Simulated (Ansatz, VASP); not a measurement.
Two plane-wave programs on ZrC

INCAR

```
  PREC = Accurate
  ENCUT = 520
  EDIFF = 1E-8
  ISMEAR = -1
  SIGMA = 0.05
  LREAL = False
  LASPH = True
  NELM = 80
  ALGO = Normal
  ISIF = 2
  LWAVE = False
  LCHARG = False
  GGA = PE
  LEFG = True
  NBANDS = 15
```

Contents of KPOINTS:

```
regular mesh
0
Gamma
  15 15 15
```

File POSCAR:

```
ZrC
1.0
    0.0000000000      2.3502100000      2.3502100000
    2.3502100000      0.0000000000      2.3502100000
    2.3502100000      2.3502100000      0.0000000000
Zr C
1 1
Direct
    0.5000000000      0.5000000000      0.5000000000
    0.0000000000      0.0000000000      0.0240697640
```

Input for Ansatz:

```yaml
crystal:
  lattice:
    - [0.0, 2.35021, 2.35021]
    - [2.35021, 0.0, 2.35021]
    - [2.35021, 2.35021, 0.0]
  atoms:
    - { symbol: Zr, position: [0.5, 0.5, 0.5] }
    - { symbol: C, position: [0.0, 0.0, 0.024069764] }
kpoints:
  mp_grid: { grid: [15, 15, 15] }
scf:
  occupations: { method: fermi_dirac, width: 0.05 }
hamiltonian:
  xc: pbe
  pseudopotentials: { kind: paw }
output:
  forces: true
  stress: true
  eigenvalues: true
  efg: { contact_densities: true }
```

Alike in both runs: task electric field gradients; functional PBE; k mesh 15 × 15 × 15; occupations fermi-dirac, width 0.05 eV; no spin polarisation.

|  | VASP | Ansatz |
| --- | --- | --- |
| version | VASP 6.6.1 | Ansatz 0.2.0 |
| potentials or method | VASP PAW PBE potentials, release 64 (Zr_sv, C) | PAW with Ansatz's default frozen-core files, scalar-relativistic |
| plane-wave cutoff (eV) | 520 | 420 |
| valence electrons in the cell | 16 | 16 |

Ansatz gave:

| Item | Value |
| --- | --- |
| pressure (GPa) | 1.7 |
| traceless stress, the component that is largest in VASP (GPa) | -0.58 |
| rms of the force components (eV/Å) | 0.309 |
| size of Vzz on the site where it differs most (V/Å²) | 1.2 |

Task: Estimate VASP's values.

Result: Pressure (GPa): 1.9; traceless stress, the component that is largest in VASP (GPa): -0.59; rms of the force components (eV/Å): 0.310; size of Vzz on the site where it differs most (V/Å²): 1.2.

Atom by atom the forces differ by 0.001 eV/Å (rms over components). The functional is the same, so the differences come from potentials, cutoffs and numerics.
